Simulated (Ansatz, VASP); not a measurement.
## Sb: VASP beside Ansatz

```
CELL_PARAMETERS angstrom
2.76238 0.00000 0.00000
0.00000 2.76238 0.00000
0.00000 0.00000 2.76238
ATOMIC_POSITIONS crystal
Sb 0.00000 0.00000 0.00000
```

Change from the starting cell: volume scaled by 0.7, norm-conserving files.

Alike in both runs: task single point; functional PBE; k mesh 12 × 12 × 12; occupations fermi-dirac, width 0.05 eV; no spin polarisation.

|  | VASP | Ansatz |
| --- | --- | --- |
| version | VASP 6.6.1 | Ansatz 0.2.0 |
| potentials or method | VASP PAW PBE potentials, release 64 (Sb) | norm-conserving pseudopotentials, scalar-relativistic |
| plane-wave cutoff (eV) | 500 | 1088 |
| valence electrons in the cell | 5 | 15 |

VASP gave:

```
pressure (GPa) : 44.6
```

Estimate Ansatz's values.

pressure (GPa): 43.9.

Both programs put the cell under a high pressure, so it lies far from rest at this level. The functional is the same, so the differences come from potentials, cutoffs and numerics. VASP's potentials hold 5 valence electrons a cell and Ansatz's 15, so a difference there can come from the potentials and not from the codes.

Neither program's run includes spin-orbit coupling.
